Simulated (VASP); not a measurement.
# N2 in VASP: notebook

Runs on N2. Level: PBE+D3(BJ). Tasks: single point, relaxation of the atoms.

Program: VASP 6.6.1. These are calculated values, not measurements. Logs are shortened: lines on timing, memory, paths and dates and some standing lists are left out, and cuts for length are marked.

### Step 1. The cell of the first run

The cell holds a molecule in a box, 2 atoms: a = 9.800 Å, b = 10.000 Å, c = 9.400 Å, α = 90.00°, β = 90.00°, γ = 90.00°.

### Step 2. Single point, PBE+D3(BJ)

INCAR reads:

```
SYSTEM = N
ALGO = Normal
EDIFF = 1E-7
ENCUT = 520
GGA = PE
ISIF = 2
ISMEAR = 0
IVDW = 12
LASPH = .TRUE.
LCHARG = .TRUE.
LELF = .TRUE.
LREAL = .FALSE.
LVHAR = .TRUE.
LWAVE = .FALSE.
NBANDS = 12
NELM = 80
PREC = Accurate
SIGMA = 0.01
```

KPOINTS reads:

```
k-points
0
G
  1 1 1
  0 0 0
```

POSCAR reads:

```
N
1.0
    9.8000000000      0.0000000000      0.0000000000
    0.0000000000     10.0000000000      0.0000000000
    0.0000000000      0.0000000000      9.4000000000
N
2
Direct
    0.4602534824      0.4610484127      0.5000000000
    0.5397465176      0.5389515873      0.5000000000
```

Potentials or basis: VASP PAW PBE potentials, release 64 (N).

Started as:

```bash
cat potpaw_PBE.64/N/POTCAR > POTCAR
mpirun -np 1 vasp_gam > vasp.out
```

OUTCAR:

```text
SYSTEM = N
   EDIFF = 1E-7
   ENCUT = 520
   GGA = PE
   ISIF = 2
   ISMEAR = 0
   IVDW = 12
   LASPH = .TRUE.
   LREAL = .FALSE.
   NELM = 80
   PREC = Accurate
 IVDW          = 12

 ion  position               nearest neighbor table
   1  0.460  0.461  0.500-   2 1.10
   2  0.540  0.539  0.500-   1 1.10

  LATTYP: Found a simple orthorhombic cell.
 ALAT       =     9.4000000000
 B/A-ratio  =     1.0425531915
 C/A-ratio  =     1.0638297872

  Lattice vectors:

 A1 = (   0.0000000000,   0.0000000000,   9.4000000000)
 A2 = (   9.8000000000,   0.0000000000,   0.0000000000)
 A3 = (   0.0000000000,  10.0000000000,   0.0000000000)

Analysis of symmetry for initial positions (statically):
=====================================================================
 Subroutine PRICEL returns:
 Original cell was already a primitive cell.

 Routine SETGRP: Setting up the symmetry group for a
 simple orthorhombic supercell.

 Subroutine GETGRP returns: Found  4 space group operations
 (whereof  4 operations were pure point group operations)
 out of a pool of  8 trial point group operations.

The static configuration has the point symmetry C_2h.

Analysis of symmetry for dynamics (positions and initial velocities):
=====================================================================
 Subroutine PRICEL returns:
 Original cell was already a primitive cell.

 Routine SETGRP: Setting up the symmetry group for a
 simple orthorhombic supercell.

 Subroutine GETGRP returns: Found  4 space group operations
 (whereof  4 operations were pure point group operations)
 out of a pool of  8 trial point group operations.

The dynamic configuration has the point symmetry C_2h.

 Subroutine INISYM returns: Found  4 space group operations
 (whereof  4 operations are pure point group operations),
 and found     1 'primitive' translations

----------------------------------------------------------------------------------------

                                     Primitive cell

  volume of cell :     921.2000

  direct lattice vectors                    reciprocal lattice vectors
     9.800000000  0.000000000  0.000000000     0.102040816  0.000000000  0.000000000
     0.000000000 10.000000000  0.000000000     0.000000000  0.100000000  0.000000000
     0.000000000  0.000000000  9.400000000     0.000000000  0.000000000  0.106382979

  length of vectors
     9.800000000 10.000000000  9.400000000     0.102040816  0.100000000  0.106382979
[... 56 lines left out ...]
   NELM   =     80;   NELMIN=  2; NELMDL= -5     # of ELM steps
   EDIFF  = 0.1E-06   stopping-criterion for ELM
   LREAL  =      F    real-space projection
   EDIFFG = 0.1E-05   stopping-criterion for IOM
   NSW    =      0    number of steps for IOM
   IBRION =     -1    ionic relax: 0-MD 1-quasi-New 2-CG
   NFREE  =      0    steps in history (QN), initial steepest desc. (CG)
   ISIF   =      2    stress and relaxation
   ISYM   =      2    0-nonsym 1-usesym 2-fastsym
   POTIM  = 0.5000    time-step for ionic-motion
   TEBEG  =    0.0;   TEEND  =   0.0 temperature during run
   PSTRESS=    0.0 pullay stress
   NELECT =      10.0000    total number of electrons
   NUPDOWN=      -1.0000    fix difference up-down
   EMIN   =  10.00;   EMAX   =-10.00  energy-range for DOS
   EFERMI =   0.00;   METHOD = LEGACY
   ISMEAR =     0;   SIGMA  =   0.01  broadening in eV -4-tet -1-fermi 0-gaus
   EFERMI_NEDOS =   21; number of points for ismear=-14 and -15
   IALGO  =     38    algorithm
   IMIX   =      4    mixing-type and parameters
     AMIX     =   0.40;   BMIX     =  1.00
     AMIX_MAG =   1.60;   BMIX_MAG =  1.00
  volume/ion in A,a.u.               =     460.60      3108.28
  Fermi-wavevector in a.u.,A,eV,Ry     =   0.362485  0.684998  1.787744  0.131395
  Thomas-Fermi vector in A             =   1.283805
   LORBIT       =      0    0 simple, 1 ext, 2 COOP (PROOUT), +10 PAW based schemes
   GGA     = PE    functional components
   LHFCALC =     F    Hartree Fock is set to
   AEXX    =    0.0000 exact exchange contribution
   IVDW    =    12    specifies the selected vdW correction
   LEPSILON=     F    determine dielectric tensor
   LRPA    =     F    only Hartree local field effects (RPA)
 non-spin polarized calculation
 Gauss-broadening in eV      SIGMA  =   0.01
  energy-cutoff  :      520.00
  volume of cell :      921.20
 maximum number of plane-waves:     12438
 NGX is ok and might be reduce to    80
   NGX = 37   NGY = 37   NGZ = 35

 number of electron      10.0000000 magnetization

 Free energy of the ion-electron system (eV)
  ---------------------------------------------------
  ext. energy  EPLUGINS =         0.00000000
  ---------------------------------------------------
  free energy    TOTEN  =       -16.64195284 eV

  energy without entropy =      -16.64195284  energy(sigma->0) =      -16.64195284

 E-fermi :  -9.9474     XC(G=0):  -0.6543

 val. band max:      -10.0547939426   @ k =   0.0000   0.0000   0.0000
 cond. band min:      -1.8525088689   @ k =   0.0000   0.0000   0.0000
 fundamental gap:      8.2022850738
 Fermi energy:        -9.9474360106

 k-point     1 :       0.0000    0.0000    0.0000
  band No.  band energies     occupation
      1     -28.2154      2.00000
      2     -13.3177      2.00000
      3     -11.4798      2.00000
      4     -11.4795      2.00000
      5     -10.0548      2.00000
      6      -1.8525      0.00000
      7      -1.8495      0.00000
      8      -0.1972      0.00000
      9       1.1570      0.00000
     10       1.2135      0.00000
     11       1.2947      0.00000
     12       1.3324      0.00000

------------------------ aborting loop because EDIFF is reached ----------------------------------------

 Edisp (eV)   -0.01207

 E8    (eV) :    -0.0035

  FORCE on cell =-STRESS in cart. coord.  units (eV):
  Direction    XX          YY          ZZ          XY          YZ          ZX
  --------------------------------------------------------------------------------------
  -------------------------------------------------------------------------------------
  Total       0.92344     0.92448    -0.05521     0.98230     0.00000     0.00000
  in kB       1.60607     1.60788    -0.09603     1.70844     0.00000     0.00000
  external pressure =        1.04 kB  Pullay stress =        0.00 kB

 VOLUME and BASIS-vectors are now :
 -----------------------------------------------------------------------------
  energy-cutoff  :      520.00
  volume of cell :      921.20
      direct lattice vectors                 reciprocal lattice vectors
     9.800000000  0.000000000  0.000000000     0.102040816  0.000000000  0.000000000
     0.000000000 10.000000000  0.000000000     0.000000000  0.100000000  0.000000000
     0.000000000  0.000000000  9.400000000     0.000000000  0.000000000  0.106382979

 POSITION                                       TOTAL-FORCE (eV/Angst)
 -----------------------------------------------------------------------------------
      4.51048      4.61048      4.70000        -1.278630     -1.278417      0.000000
      5.28952      5.38952      4.70000         1.278630      1.278417      0.000000
 -----------------------------------------------------------------------------------
    total drift:                                0.000000      0.000000      0.000000

  FREE ENERGIE OF THE ION-ELECTRON SYSTEM (eV)
  ---------------------------------------------------
  free  energy   TOTEN  =       -16.6540203587 eV

  energy  without entropy=      -16.6540203587  energy(sigma->0) =      -16.65402036
```

OSZICAR:

```text
N       E                     dE             d eps       ncg     rms          rms(c)
DAV:   1     0.943614340083E+02    0.94361E+02   -0.24814E+03    32   0.464E+02
DAV:   2     0.165054696843E+02   -0.77856E+02   -0.77067E+02    36   0.103E+02
DAV:   3    -0.160718450178E+02   -0.32577E+02   -0.32549E+02    36   0.691E+01
[... 13 lines left out ...]
DAV:  17    -0.166419479921E+02   -0.47816E-05   -0.11235E-07    32   0.204E-03    0.695E-04
DAV:  18    -0.166419520137E+02   -0.40216E-05   -0.15761E-07    32   0.145E-03    0.406E-04
DAV:  19    -0.166419526187E+02   -0.60498E-06   -0.87243E-09    32   0.422E-04    0.940E-05
DAV:  20    -0.166419527869E+02   -0.16820E-06   -0.24982E-09    32   0.227E-04    0.107E-04
DAV:  21    -0.166419528397E+02   -0.52871E-07   -0.38582E-10    24   0.130E-04
   1 F= -.16654020E+02 E0= -.16654020E+02  d E =-.496404E-52
```

stdout:

```text
POSCAR found type information on POSCAR N
 POSCAR found :  1 types and       2 ions
 scaLAPACK will be used
 LDA part: xc-table for (Slater+PW92), standard interpolation
 POSCAR, INCAR and KPOINTS ok, starting setup
 FFT: planning ... GRIDC
 FFT: planning ... GRID_SOFT
 FFT: planning ... GRID
 WAVECAR not read
 entering main loop
```

Run time: 69 s. Hardware: 1 thread of Intel Xeon Platinum 8259CL at 2.50GHz (Skylake/Cascade Lake), shared host; peak memory 0.78 GiB.

Results:

```
Free energy                     : -16.6540 eV
Largest force                   : 1.808 eV/Å
Gap between the frontier levels : 8.20 eV
Dispersion energy per atom      : -0.006 eV
```

Forces on the atoms (eV/Å):
```
N   -1.279 -1.278  0.000
N    1.279  1.278  0.000
```

Caveat: the standard files for N, O and F lose accuracy on very short bonds.

### Step 3. Single point, PBE+D3(BJ)

INCAR reads:

```
SYSTEM = N
PREC     = Accurate       ! precision mode
ENCUT    = 520            ! plane-wave cutoff, eV
EDIFF    = 1E-6           ! SCF threshold, eV
ISMEAR   = 0              ! smearing method
SIGMA    = 0.01           ! smearing width, eV
LREAL    = .FALSE.        ! projectors in reciprocal space
LASPH    = .TRUE.         ! aspherical terms in the spheres
NELM     = 100            ! most SCF steps
ALGO     = Normal         ! electronic algorithm
ISIF     = 2              ! what is computed and relaxed
LWAVE    = .FALSE.        ! write WAVECAR
LCHARG   = .TRUE.         ! write CHGCAR
GGA      = PE             ! functional
IVDW     = 12             ! dispersion correction
LELF     = .TRUE.         ! ELF
LVHAR    = .TRUE.       
NBANDS   = 12             ! bands
```

KPOINTS reads:

```
regular mesh
0
G
  1 1 1
  0 0 0
```

POSCAR reads:

```
N
1.0
    9.8000000000      0.0000000000      0.0000000000
    0.0000000000     10.0000000000      0.0000000000
    0.0000000000      0.0000000000      9.4000000000
N
2
Direct
    0.4602370620      0.4610316234      0.5000000000
    0.5397629380      0.5389683766      0.5000000000
```

Potentials or basis: VASP PAW PBE potentials, release 64 (N).

Started as:

```bash
cat potpaw_PBE.64/N/POTCAR > POTCAR
mpirun -np 1 vasp_gam > vasp.out
```

It took 64 s on 1 thread of Intel Xeon Platinum 8259CL at 2.50GHz (Skylake/Cascade Lake), shared host; peak memory 0.81 GiB.

Results (log left out):

```yaml
Free_energy: -16.6548 eV
Largest_force: 1.732 eV/Å
Gap_between_the_frontier_levels: 8.20 eV
Dispersion_energy_per_atom: -0.006 eV
```

Forces on the atoms (eV/Å):
```
N   -1.225 -1.224  0.000
N    1.225  1.224  0.000
```

Levels at points of the mesh, in eV from the valence-band top:
```csv
k point,band 1,band 2,band 3,band 4,band 5,band 6,band 7,band 8,band 9,band 10
"(0.00, 0.00, 0.00)",-18.15,-3.27,-1.42,-1.42,0.00,8.20,8.20,9.86,11.21,11.27
```

Caveat: the standard files for N, O and F lose accuracy on very short bonds.

### Step 4. Relaxation of the atoms, PBE+D3(BJ)

INCAR reads:

```
PREC = Accurate
ENCUT = 520
EDIFF = 1E-6
ISMEAR = 0
SIGMA = 0.01
LREAL = False
LASPH = True
NELM = 100
ALGO = Normal
ISIF = 2
LWAVE = False
LCHARG = False
GGA = PE
IVDW = 12
IBRION = 2
NSW = 80
EDIFFG = -0.01
```

KPOINTS reads:

```
Automatic mesh
0
Gamma
  1 1 1
```

POSCAR reads:

```
N
1.0
    9.8000000000      0.0000000000      0.0000000000
    0.0000000000     10.0000000000      0.0000000000
    0.0000000000      0.0000000000      9.4000000000
N
2
Direct
    0.4602534824      0.4610484127      0.5000000000
    0.5397465176      0.5389515873      0.5000000000
```

Started as:

```bash
cat potpaw_PBE.64/N/POTCAR > POTCAR
mpirun -np 1 vasp_gam > vasp.out
```

It took 3 min on 1 thread of Intel Xeon Platinum 8259CL at 2.50GHz (Skylake/Cascade Lake), shared host; peak memory 0.86 GiB.

Results (log left out):

| Quantity | Value |
| --- | --- |
| Free energy | -16.6642 eV |
| Energy gained by relaxing | 5.1 meV/atom |
| Ionic steps | 4 |
| Largest force after relaxing | 0.005 eV/Å |
| Gap between the frontier levels | 8.06 eV |
| Dispersion energy per atom | -0.006 eV |

Forces on the atoms (eV/Å):
```
N    0.003  0.004  0.000
N   -0.003 -0.004  0.000
```

Step by step:
```
step  energy change (eV)  largest force (eV/Å)  pressure (GPa)
   1              0.0000                1.8081            0.10
   2              1.3295               13.2905           -0.99
   3             -0.0101                0.1319           -0.02
   4             -0.0102                0.0048           -0.01
```

Final structure:
```
N
1.0
     9.80000    0.00000    0.00000
     0.00000   10.00000    0.00000
     0.00000    0.00000    9.40000
N
2
Direct
  0.45984 0.46064 0.50000
  0.54016 0.53936 0.50000
```

Levels at points of the mesh, in eV from the valence-band top:
```
           k point  band 3  band 4  band 5  band 6  band 7  band 8
(0.00, 0.00, 0.00)   -1.34   -1.34    0.00    8.06    8.07    9.84
```

Caveat: the standard files for N, O and F lose accuracy on very short bonds.
